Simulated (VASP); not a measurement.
Input of a VASP 6.6.1 run:

POSCAR

```
BN
1.0
    0.0000000000      1.7458259346      1.7458259346
    1.7458259346      0.0000000000      1.7458259346
    1.7458259346      1.7458259346      0.0000000000
B N
1 1
Direct
    0.0000000000      0.0000000000      0.0000000000
    0.5000000000      0.5000000000      0.5000000000
```

The input INCAR.step1:

```
SYSTEM = BN
  PREC = Accurate
  ENCUT = 500
  EDIFF = 1E-8
  ISMEAR = 0
  SIGMA = 0.01
  LREAL = .False.
  LASPH = .True.
  NELM = 100
  ALGO = Normal
  LWAVE = .True.
  LCHARG = .False.
```

The input INCAR.step2:

```
SYSTEM = BN
  PREC = Accurate
  ENCUT = 500
  EDIFF = 1E-8
  ISMEAR = 0
  SIGMA = 0.01
  LREAL = .False.
  LASPH = .True.
  NELM = 1
  ALGO = Exact
  LWAVE = .True.
  LCHARG = .False.
  NBANDS = 64
  LOPTICS = .True.
  ISTART = 1
```

The input INCAR.step3:

```
SYSTEM = BN
  PREC = Accurate
  ENCUT = 500
  EDIFF = 1E-8
  ISMEAR = 0
  SIGMA = 0.01
  LREAL = .False.
  LASPH = .True.
  ALGO = EVGW0
  LWAVE = .False.
  LCHARG = .False.
  NELMGW = 1
  NBANDS = 64
  ENCUTGW = 80.0
  NOMEGA = 48
  PRECFOCK = Fast
  ISTART = 1
  NBANDSGW = 12
```

The input KPOINTS:

```
regular mesh
0
Gamma
  4 4 4
  0 0 0
```

Potentials or basis: VASP PAW LDA potentials, release 64 (B_GW, N_GW).

Command:

```bash
$ cat potpaw_LDA.64/B_GW/POTCAR potpaw_LDA.64/N_GW/POTCAR > POTCAR
$ cp INCAR.step1 INCAR
$ mpirun -np 1 vasp_std > vasp.out
$ cp INCAR.step2 INCAR
$ mpirun -np 1 vasp_std > vasp.out
$ cp INCAR.step3 INCAR
$ mpirun -np 1 vasp_std > vasp.out
```

Estimate the quasiparticle gap.

2.21 eV.

Predict the least direct quasiparticle gap.

6.53 eV.

Estimate the least direct gap of the starting levels on the mesh.

5.62 eV.

Caveat: the k points lie up to 0.78 Å⁻¹ apart; bands, screening cutoff and mesh are small and nothing is extrapolated, so the quasiparticle values aren't converged; the structure was generated, so it needn't be the stable form of BN.
